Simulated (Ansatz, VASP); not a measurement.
# One calculation of MnO2, two programs

Contents of INCAR:

```
ALGO = Normal ; EDIFF = 1E-6
ENCUT = 700 ; GGA = PE
GGA_COMPAT = F ; ISIF = 2
ISMEAR = 0 ; ISPIN = 2
LASPH = T ; LCHARG = T
LELF = T ; LMAXMIX = 4
LORBIT = 11 ; LREAL = F
LVHAR = T ; LWAVE = F
MAGMOM = 4 0 0 ; NBANDS = 24
NELM = 200 ; PREC = Accurate
SIGMA = 0.1
```

KPOINTS

```
k-points
0
Gamma
  6 6 6
```

POSCAR

```
MnO2
1.0
    1.4284348394      0.8247072390      4.5839315268
   -1.4284348394      0.8247072390      4.5839315268
    0.0000000000     -1.6494144781      4.5839315268
Mn O
1 2
Direct
    0.0000000000      0.0000000000      0.0000000000
    0.2643644900      0.2643644900      0.2643644900
    0.7356355100      0.7356355100      0.7356355100
```

Input for Ansatz:

```yaml
crystal:
  lattice:
    - [1.4284348394, 0.824707239, 4.5839315268]
    - [-1.4284348394, 0.824707239, 4.5839315268]
    - [0.0, -1.6494144781, 4.5839315268]
  atoms:
    - { symbol: Mn, position: [0.0, 0.0, 0.0], spin: 4.0 }
    - { symbol: O, position: [0.26436449, 0.26436449, 0.26436449] }
    - { symbol: O, position: [0.73563551, 0.73563551, 0.73563551] }
basis:
  ecutwfc: 420
kpoints:
  mp_grid: { grid: [6, 6, 6] }
hamiltonian:
  xc: pbe
scf:
  occupations: { method: gaussian, width: 0.1 }
  self_checks: high
output:
  forces: false
  stress: false
  eigenvalues: true
  populations: true
magnetization:
  spin_polarized: true
```

Alike in both runs: task single point; functional PBE; k mesh 6 × 6 × 6; occupations gaussian, width 0.1 eV; collinear spin.

|  | VASP | Ansatz |
| --- | --- | --- |
| version | VASP 6.6.1 | Ansatz 0.2.0 |
| potentials or method | VASP PAW PBE potentials, release 64 (Mn_sv, O), cutoff 700 eV | scalar-relativistic, plane waves, PAW |
| valence electrons in the cell | 27 | 27 |

Ansatz gave:

```
gap on the k mesh at the Fermi level (eV)                     : 0.90
least direct gap on the mesh (eV)                             : 0.94
net moment per atom (μB)                                      : 1.00
size of the moment on the site where the two differ most (μB) : 2.49
```

Q: Which values does VASP return?

A: gap on the k mesh at the Fermi level (eV): 0.89; least direct gap on the mesh (eV): 0.93; net moment per atom (μB): 1.00; size of the moment on the site where the two differ most (μB): 2.73.

Site moments also hang on the region over which each program counts them. With one functional, cell and mesh, what is left measures potentials, basis and numerics.

The k mesh is coarse, so the values compare programs but aren't converged.
